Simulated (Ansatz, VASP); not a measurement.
InGa3As4: VASP beside Ansatz

INCAR

```
SYSTEM = InGa3As4
PREC = Accurate ; ENCUT = 520
EDIFF = 1E-6 ; ISMEAR = -1
SIGMA = 0.02 ; LREAL = .False.
LASPH = .True. ; NELM = 100
ALGO = Normal ; ISIF = 2
LWAVE = .False. ; LCHARG = .False.
GGA = PE ; NBANDS = 46
```

File KPOINTS:

```
regular mesh
0
Gamma
  6 4 4
  0 0 0
```

File POSCAR:

```
InGa3As4
1.0
    4.0802416900      0.0000000000      0.0000000000
    0.0000000000      8.1749279927      0.0000000000
    0.0000000000      0.0000000000      5.7794251149
Ga As In
3 4 1
Direct
    0.0000000000      0.7582199645     -0.0001614308
    0.5000000000      0.0000000000      0.4980438959
    0.0000000000      0.2417800355     -0.0001614308
    0.5000000000      0.7627617290      0.2403125228
    0.0000000000      0.0000000000      0.7413020089
    0.5000000000      0.2372382710      0.2403125228
    0.0000000000      0.5000000000      0.7799366610
    0.5000000000      0.5000000000      0.5004152504
```

Input for Ansatz:

```yaml
crystal:
  lattice:
    - [4.08024169, 0.0, 0.0]
    - [0.0, 8.1749279927, 0.0]
    - [0.0, 0.0, 5.7794251149]
  atoms:
    - { symbol: Ga, position: [0.0, 0.7582199645, -0.0001614308] }
    - { symbol: As, position: [0.5, 0.762761729, 0.2403125228] }
    - { symbol: Ga, position: [0.5, 0.0, 0.4980438959] }
    - { symbol: As, position: [0.0, 0.0, 0.7413020089] }
    - { symbol: Ga, position: [0.0, 0.2417800355, -0.0001614308] }
    - { symbol: As, position: [0.5, 0.237238271, 0.2403125228] }
    - { symbol: In, position: [0.5, 0.5, 0.5004152504] }
    - { symbol: As, position: [0.0, 0.5, 0.779936661] }
kpoints:
  mp_grid: { grid: [6, 4, 4] }
  band_path:
    path:
      - [[0.0, 0.0, 0.0], [0.5, 0.0, 0.0], [0.5, 0.5, 0.0], [0.0, 0.5, 0.0], [0.0, 0.0, 0.0], [0.0, 0.0, 0.5], [0.5, 0.0, 0.5], [0.5, 0.5, 0.5], [0.0, 0.5, 0.5], [0.0, 0.0, 0.5]]
      - [[0.5, 0.0, 0.0], [0.5, 0.0, 0.5]]
      - [[0.0, 0.5, 0.0], [0.0, 0.5, 0.5]]
      - [[0.5, 0.5, 0.0], [0.5, 0.5, 0.5]]
    npoints: 10
hamiltonian:
  xc: pbe
scf:
  occupations: { method: fermi_dirac, width: 0.02 }
  n_extra_bands: 6
output:
  forces: true
  stress: true
  eigenvalues: true
```

Alike in both runs: task single point; functional PBE; k mesh 6 × 4 × 4; occupations fermi-dirac, width 0.02 eV; no spin polarisation.

|  | VASP | Ansatz |
| --- | --- | --- |
| version | VASP 6.6.1 | Ansatz 0.2.0 |
| potentials or method | VASP PAW PBE potentials, release 64 (Ga_d, As, In_d) | plane waves, PAW |
| plane-wave cutoff (eV) | 520 | 420 |
| valence electrons in the cell | 72 | 112 |

Ansatz gave:

* pressure (GPa): 2.5
* rms of the force components (eV/Å): 0.012

Task: What did VASP give for the same quantities?

Result: Pressure (GPa): 2.7; rms of the force components (eV/Å): 0.013.

The functional is the same, so the differences come from potentials, cutoffs and numerics. VASP's potentials hold 72 valence electrons a cell and Ansatz's 112, so a difference there can come from the potentials and not from the codes.
